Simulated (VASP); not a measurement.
Wanted: the native input for a VASP 6.6.1 run.

```
Task                   : single point
Functional             : PBE
Potentials or basis    : VASP PAW PBE potentials, release 64 (Al, Ga_d, N)
Cutoff                 : 520 eV
k mesh                 : 6 × 6 × 4
Occupations            : gaussian, width 0.1 eV
Spin                   : no spin polarisation
Dipole correction      : no
Further INCAR settings : ALGO = Normal; EDIFF = 1e-06; NBANDS = 30
```

The structure of AlGaN lies in POSCAR:

```
AlGaN
1.0
    4.1442921600      0.0000000000      0.0000000000
   -2.0721460800      3.5890622900      0.0000000000
    0.0000000000      0.0000000000      5.2734316400
Al Ga N
2 2 2
Direct
    0.0000000000      0.0000000000      0.5000000000
    0.0000000000      0.0000000000      0.0000000000
    0.3333333300      0.6666666700      0.7500000000
    0.6666666700      0.3333333300      0.2500000000
    0.3333333300      0.6666666700      0.2500000000
    0.6666666700      0.3333333300      0.7500000000
```

The cell was generated, and may not be a known phase.

The input as run:

INCAR

```
SYSTEM = AlGaN
PREC = Accurate ; ENCUT = 520
EDIFF = 1E-6 ; ISMEAR = 0
SIGMA = 0.1 ; LREAL = .False.
LASPH = .True. ; NELM = 80
ALGO = Normal ; ISIF = 2
LWAVE = .False. ; LCHARG = .False.
GGA = PE ; NBANDS = 30
```

KPOINTS

```
Automatic mesh
0
Gamma
  6 6 4
  0 0 0
```

Potentials or basis: VASP PAW PBE potentials, release 64 (Al, Ga_d, N).

Launch:

```bash
$ cat potpaw_PBE.64/Al/POTCAR potpaw_PBE.64/Ga_d/POTCAR potpaw_PBE.64/N/POTCAR > POTCAR
$ mpirun -np 1 vasp_std > vasp.out
```

It gave:

```
Pressure               : 3.3 GPa
Band gap on the k mesh : zero (bands 21 and 22 overlap by 1.67 eV)
```

Caveat: the cell stands under pressure.

Run time: 27 s on 1 thread of Intel(R) Xeon(R) Platinum 8488C (Sapphire Rapids), with other jobs on the host, peak memory 0.21 GiB.
